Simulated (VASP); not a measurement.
A run of VASP 6.6.1 is set up as follows.

File INCAR:

```
ALGO = Fast
EDIFF = 1E-6
ENCUT = 520
GGA = PS
ISIF = 2
ISMEAR = 0
LASPH = True
LCHARG = False
LREAL = False
LWAVE = False
NBANDS = 34
NELM = 60
PREC = Accurate
SIGMA = 0.15
```

File KPOINTS:

```
k-points
0
Gamma
  10 10 10
```

POSCAR

```
Ga
1.0
    2.2350478178     -3.7986615528     -0.3352571727
    2.2350478178      3.7986615528     -0.3352571727
   -0.6734664180      0.0000000000      3.8163097021
Ga
4
Direct
    0.1559156097      0.8440843903      0.0832479706
    0.6559156097      0.3440843903      0.4167520294
    0.8440843903      0.1559156097      0.9167520294
    0.3440843903      0.6559156097      0.5832479706
```

Potentials or basis: VASP PAW PBE potentials, release 64 (Ga_d).

Run with:

```sh
$ cat potpaw_PBE.64/Ga_d/POTCAR > POTCAR
$ mpirun -np 1 vasp_std > vasp.out
```

Predict the largest force.

2.479 eV/Å.

Predict the band gap on the k mesh.

zero (bands 26 and 27 overlap by 3.81 eV).

What does it give for the pressure?

27.3 GPa.

Stress tensor (GPa, compression positive):
```
37.57  0.00 14.01
 0.00 16.56  0.00
14.01  0.00 27.85
```

Caveat: the cell differs from its parent crystal (engineering shear strain xz -0.3000, normal strain along z -0.1500); the stress differs along the axes, from 17 to 38 GPa; the PAW data sets were made with another functional, which shifts forces and pressure a little.
